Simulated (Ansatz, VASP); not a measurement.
# Two plane-wave programs on VO2

INCAR

```
ALGO = Normal
EDIFF = 1E-6
ENCUT = 600
GGA = PE
GGA_COMPAT = False
ISIF = 2
ISMEAR = 0
ISPIN = 2
LASPH = True
LCHARG = False
LMAXMIX = 4
LORBIT = 11
LREAL = False
LWAVE = False
MAGMOM = 0 0 0 0 2 2
NBANDS = 38
NELM = 200
PREC = Accurate
SIGMA = 0.05
```

Contents of KPOINTS:

```
k-points
0
Gamma
  4 4 7
```

The input POSCAR:

```
VO2
1.0
    4.5170000000      0.0000000000      0.0000000000
    0.0000000000      4.5170000000      0.0000000000
    0.0000000000      0.0000000000      2.8720000000
O V
4 2
Direct
    0.3000000000      0.3000000000      0.0000000000
    0.2000000000      0.8000000000      0.5000000000
    0.7000000000      0.7000000000      0.0000000000
    0.8000000000      0.2000000000      0.5000000000
    0.0000000000      0.0000000000      0.0000000000
    0.5000000000      0.5000000000      0.5000000000
```

Input for Ansatz:

```yaml
crystal:
  lattice:
    - [4.517, 0.0, 0.0]
    - [0.0, 4.517, 0.0]
    - [0.0, 0.0, 2.872]
  atoms:
    - { symbol: O, position: [0.3, 0.3, 0.0] }
    - { symbol: O, position: [0.2, 0.8, 0.5] }
    - { symbol: O, position: [0.7, 0.7, 0.0] }
    - { symbol: O, position: [0.8, 0.2, 0.5] }
    - { symbol: V, position: [0.0, 0.0, 0.0], spin: 2.0 }
    - { symbol: V, position: [0.5, 0.5, 0.5], spin: 2.0 }
magnetization:
  spin_polarized: true
hamiltonian:
  xc: pbe
  pseudopotentials: { kind: paw }
basis:
  ecutwfc: 420
kpoints:
  mp_grid: { grid: [4, 4, 7] }
scf:
  occupations: { method: gaussian, width: 0.05 }
  lower_state_search: "off"
output:
  forces: true
  stress: true
  write_density: true
  write_potential: true
  elf: true
  volumetric_format: npy
```

Alike in both runs: task single point; functional PBE; k mesh 4 × 4 × 7; occupations gaussian, width 0.05 eV; collinear spin.

|  | VASP | Ansatz |
| --- | --- | --- |
| version | VASP 6.6.1 | Ansatz 0.2.0 |
| potentials or method | VASP PAW PBE potentials, release 64 (O, V_sv), cutoff 600 eV | PAW, plane waves, scalar-relativistic |
| valence electrons in the cell | 50 | 50 |

```tsv
	VASP	Ansatz	Ansatz less VASP
pressure (GPa)	4.5	3.8	-0.62
traceless stress, the component that is largest in VASP (GPa)	-4.11	-4.34	-0.225
rms of the force components (eV/Å)	0.038	0.027	-0.0108
net moment per atom (μB)	0.33	0.33	0.000
size of the moment on the site where the two differ most (μB)	1.05	0.83	-0.218
```

Site moments also hang on the region over which each program counts them. Atom by atom the forces differ by 0.011 eV/Å (rms over components).
